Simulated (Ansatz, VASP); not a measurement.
**Al5GaN6 in VASP and in Ansatz**

```
CELL_PARAMETERS angstrom
2.90168 0.00000 0.00000
-1.45084 2.51293 0.00000
0.00000 0.00000 14.22550
ATOMIC_POSITIONS crystal
Al 0.00000 0.00000 0.50000
Al 0.33333 0.66667 0.33501
Al 0.66667 0.33333 0.17000
Al 0.33333 0.66667 0.83000
Al 0.66667 0.33333 0.66499
Ga 0.00000 0.00000 0.00000
N 0.33333 0.66667 0.58249
N 0.66667 0.33333 0.41751
N 0.00000 0.00000 0.25256
N 0.33333 0.66667 0.08895
N 0.66667 0.33333 0.91105
N 0.00000 0.00000 0.74744
```

Alike in both runs: functional PBE; k mesh 6 × 6 × 1; occupations gaussian, width 0.1 eV; no spin polarisation.

Ansatz relaxed the structure, and its values are those at the end. VASP's run is a single point on that final structure, the one shown.

|  | VASP | Ansatz |
| --- | --- | --- |
| version | VASP 6.6.1 | Ansatz 0.2.0 |
| potentials or method | VASP PAW PBE potentials, release 64 (Al, Ga_d, N), cutoff 520 eV | scalar-relativistic, plane waves, PAW |
| valence electrons in the cell | 58 | 58 |

VASP gave:

* gap on the k mesh at the Fermi level (eV): 3.16
* least direct gap on the mesh (eV): 3.88
* pressure (GPa): 0.0
* rms of the force components (eV/Å): 0.012

Q: Which values does Ansatz return?

A: gap on the k mesh at the Fermi level (eV): 3.18; least direct gap on the mesh (eV): 3.90; pressure (GPa): 0.0; rms of the force components (eV/Å): 0.000.

The functional is the same, so the differences come from potentials, cutoffs and numerics.

The k mesh is coarse, so the values compare programs but aren't converged.
